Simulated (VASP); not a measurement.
ZnO, 4 atoms in the cell. Symmetry: P6_3mc, No. 186, hexagonal system. The conventional cell has a = 3.223 Å, b = 3.223 Å, c = 5.611 Å, α = 90.00°, β = 90.00°, γ = 120.00°. Zn (site symmetry 3m) has 4 O at 2.01 to 2.04 Å within 2.7 Å. Within 2.7 Å of O (site symmetry 3m) lie 4 Zn at 2.01 to 2.04 Å.  This cell differs from its parent crystal: uniaxial strain along c: +6.0 %, then relaxed in part.

| Property | Result |
| --- | --- |
| Program | VASP 6.6.1 |
| Task | single point |
| Functional | PBE |
| Potentials or basis | VASP PAW PBE potentials, release 64 (Zn, O) |
| Cutoff | 520 eV |
| k mesh | 12 × 12 × 6 |
| Occupations | gaussian, width 0.02 eV |
| Spin | no spin polarisation |
| Dipole correction | no |
| Further INCAR settings | ALGO = Normal; EDIFF = 1e-06; NBANDS = 26 |

Potentials or basis: VASP PAW PBE potentials, release 64 (Zn, O).

Run with:

```console
$ cat potpaw_PBE.64/Zn/POTCAR potpaw_PBE.64/O/POTCAR > POTCAR
$ mpirun -np 1 vasp_std > vasp.out
```

Hardware: 1 thread of Intel(R) Xeon(R) 6975P-C (Granite Rapids), with other jobs on the host.

Q: How long does it take, and how much memory?

A: It took 31 s on 1 thread of Intel(R) Xeon(R) 6975P-C (Granite Rapids), on a shared host, peak memory 0.21 GiB. Counts: scf iterations 15, k points 76.
